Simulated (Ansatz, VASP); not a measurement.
**LiF: VASP beside Ansatz**

The input INCAR:

```
ALGO = Normal ; EDIFF = 1E-6
ENCUT = 520 ; GGA = CA
ISIF = 2 ; ISMEAR = -1
LASPH = True ; LCHARG = True
LELF = True ; LREAL = False
LVHAR = True ; LWAVE = False
NBANDS = 12 ; NELM = 80
PREC = Accurate ; SIGMA = 0.03
```

Contents of KPOINTS:

```
k-points
0
Gamma
  10 10 10
```

The input POSCAR:

```
LiF
1.0
    0.0000000000      1.9938600000      2.0140000000
    1.9938600000      0.0000000000      2.0140000000
    1.9938600000      1.9938600000      0.0000000000
Li F
1 1
Direct
    0.0000000000      0.0000000000      0.0000000000
    0.5000000000      0.5000000000      0.5000000000
```

Input for Ansatz:

```yaml
crystal:
  lattice:
    - [0.0, 1.99386, 2.014]
    - [1.99386, 0.0, 2.014]
    - [1.99386, 1.99386, 0.0]
  atoms:
    - { symbol: Li, position: [0.0, 0.0, 0.0] }
    - { symbol: F, position: [0.5, 0.5, 0.5] }
kpoints:
  mp_grid: { grid: [10, 10, 10] }
  band_path:
    path:
      - [0.0, 0.0, 0.0]
      - [0.0, 0.5, 0.5]
      - [0.25, 0.75, 0.5]
      - [0.0, 0.5, 0.0]
      - [0.0, 0.0, 0.0]
      - [0.5, 0.5, 0.0]
      - [0.3725125, 0.6274875, 0.0]
      - [-0.3725125, 0.3725125, 0.0]
      - [0.0, 0.0, 0.0]
    npoints: 5
scf:
  occupations: { method: fermi_dirac, width: 0.03 }
hamiltonian:
  xc: lda
  pseudopotentials: { kind: all_electron, lapw: { basis_error: 0.001 } }
output:
  forces: true
  stress: true
  eigenvalues: true
```

Change from the starting cell: equal xx and yy strain of -1 %.

Alike in both runs: task single point; functional LDA; k mesh 10 × 10 × 10; occupations fermi-dirac, width 0.03 eV; no spin polarisation.

```csv
,VASP,Ansatz
version,VASP 6.6.1,Ansatz 0.2.0
potentials or method,"VASP PAW LDA potentials, release 64 (Li_sv, F), cutoff 520 eV","all-electron LAPW, scalar-relativistic"
```

```csv
,VASP,Ansatz,Ansatz less VASP
gap on the k mesh at the Fermi level (eV),9.00,8.99,-0.019
```

LDA's correlation is that of Perdew and Zunger in VASP and of Perdew and Wang (1992) in Ansatz. Ansatz ran all-electron here, and VASP with PAW potentials.

Noted on VASP's run: the cutoff is short for stress, so the pressure is rough.
